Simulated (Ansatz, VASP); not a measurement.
## CaInC4N4 in VASP and in Ansatz

```
CELL_PARAMETERS angstrom
7.59928 0.00000 0.00000
0.00000 7.59928 0.00000
0.00000 0.00000 3.68766
ATOMIC_POSITIONS crystal
Ca 0.00000 0.00000 0.00000
In 0.50000 0.50000 0.00000
C 0.19596 0.80404 0.00000
C 0.80404 0.19596 0.00000
C 0.19596 0.19596 0.00000
C 0.80404 0.80404 0.00000
N 0.30483 0.69517 0.00000
N 0.69517 0.30483 0.00000
N 0.30483 0.30483 0.00000
N 0.69517 0.69517 0.00000
```

Alike in both runs: task single point; functional PBE; k mesh 2 × 2 × 6; occupations gaussian, width 0.1 eV; no spin polarisation.

|  | VASP | Ansatz |
| --- | --- | --- |
| version | VASP 6.6.1 | Ansatz 0.2.0 |
| potentials or method | VASP PAW PBE potentials, release 64 (Ca_sv, In_d, C_h, N_h), cutoff 910 eV | scalar-relativistic, plane waves, PAW |
| valence electrons in the cell | 59 | 59 |

VASP gave:

| Quantity | Value |
| --- | --- |
| gap on the k mesh at the Fermi level (eV) | none |
| rms of the force components (eV/Å) | 1.516 |

Question: Which values does Ansatz return?

Answer: gap on the k mesh at the Fermi level (eV): none; rms of the force components (eV/Å): 1.503.

Atom by atom the forces differ by 0.013 eV/Å (rms over components). A gap of «none» marks a metal or a gap that the smearing closes. The functional is the same, so the differences come from potentials, cutoffs and numerics.

The k mesh is coarse, so the values compare programs but aren't converged. Noted on VASP's run: the cutoff is short for stress, so the pressure is rough.
